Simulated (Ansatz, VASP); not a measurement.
Two plane-wave programs on Si3Sb2

Contents of INCAR:

```
PREC     = Accurate       # precision mode
ENCUT    = 600            # plane-wave cutoff, eV
EDIFF    = 1E-6           # SCF threshold, eV
ISMEAR   = 0              # smearing method
SIGMA    = 0.1            # smearing width, eV
LREAL    = F              # projectors in reciprocal space
LASPH    = T              # aspherical terms in the spheres
NELM     = 80             # most SCF steps
ALGO     = Normal         # electronic algorithm
ISIF     = 3              # what is computed and relaxed
LWAVE    = F              # write WAVECAR
LCHARG   = F              # write CHGCAR
GGA      = PE             # functional
IBRION   = 2              # ionic algorithm
NSW      = 90             # ionic steps
EDIFFG   = -0.04          # ionic threshold
```

The input KPOINTS:

```
regular mesh
0
Gamma
  3 3 3
```

File POSCAR:

```
Si3Sb2
1.0
    3.1887431661      1.8410217253      5.8039914178
   -3.1887431661      1.8410217253      5.8039914178
    0.0000000000     -3.6820434508      5.8039914178
Si Sb
6 4
Direct
    0.0562500000      0.4437500000      0.7500000000
    0.7500000000      0.0562500000      0.4437500000
    0.4437500000      0.7500000000      0.0562500000
    0.9437500000      0.5562500000      0.2500000000
    0.2500000000      0.9437500000      0.5562500000
    0.5562500000      0.2500000000      0.9437500000
    0.8521800000      0.8521800000      0.8521800000
    0.6478200000      0.6478200000      0.6478200000
    0.1478200000      0.1478200000      0.1478200000
    0.3521800000      0.3521800000      0.3521800000
```

Input for Ansatz:

```yaml
crystal:
  lattice:
    - [3.1887431661, 1.8410217253, 5.8039914178]
    - [-3.1887431661, 1.8410217253, 5.8039914178]
    - [0.0, -3.6820434508, 5.8039914178]
  atoms:
    - { symbol: Si, position: [0.05625, 0.44375, 0.75] }
    - { symbol: Si, position: [0.75, 0.05625, 0.44375] }
    - { symbol: Si, position: [0.44375, 0.75, 0.05625] }
    - { symbol: Si, position: [0.94375, 0.55625, 0.25] }
    - { symbol: Si, position: [0.25, 0.94375, 0.55625] }
    - { symbol: Si, position: [0.55625, 0.25, 0.94375] }
    - { symbol: Sb, position: [0.85218, 0.85218, 0.85218] }
    - { symbol: Sb, position: [0.64782, 0.64782, 0.64782] }
    - { symbol: Sb, position: [0.14782, 0.14782, 0.14782] }
    - { symbol: Sb, position: [0.35218, 0.35218, 0.35218] }
basis:
  ecutwfc: 420
kpoints:
  mp_grid: { grid: [3, 3, 3] }
hamiltonian:
  xc: pbe
scf:
  occupations: { method: gaussian, width: 0.1 }
  lower_state_search: "off"
output:
  forces: true
  stress: true
  eigenvalues: true
relax:
  adjacent_minimum: "off"
  f_tol: 0.04
  max_steps: 70
  cell: { stress_tol: 0.4 }
```

Alike in both runs: task relaxation of cell and atoms; functional PBE; k mesh 3 × 3 × 3; occupations gaussian, width 0.1 eV; no spin polarisation.

```csv
,VASP,Ansatz
version,VASP 6.6.1,Ansatz 0.2.0
potentials or method,"VASP PAW PBE potentials, release 64 (Si, Sb), cutoff 600 eV","scalar-relativistic, plane waves, PAW"
valence electrons in the cell,44,84
```

VASP gave:

- gap on the k mesh at the Fermi level, each at its own relaxed structure (eV): none
- relaxed volume (Å³/atom): 25.52
- relaxed cell length with the largest relative difference (Å): 8.223

What did Ansatz give for the same quantities?

gap on the k mesh at the Fermi level, each at its own relaxed structure (eV): none; relaxed volume (Å³/atom): 25.49; relaxed cell length with the largest relative difference (Å): 8.204.

A gap of «none» marks a metal or a gap that the smearing closes. VASP's potentials hold 44 valence electrons a cell and Ansatz's 84, so a difference there can come from the potentials and not from the codes.

The k mesh is coarse, so the values compare programs but aren't converged. Spin-orbit coupling is off throughout. Noted on VASP's run: the volume moved by over 15 % at a fixed basis, so the end points are rough.
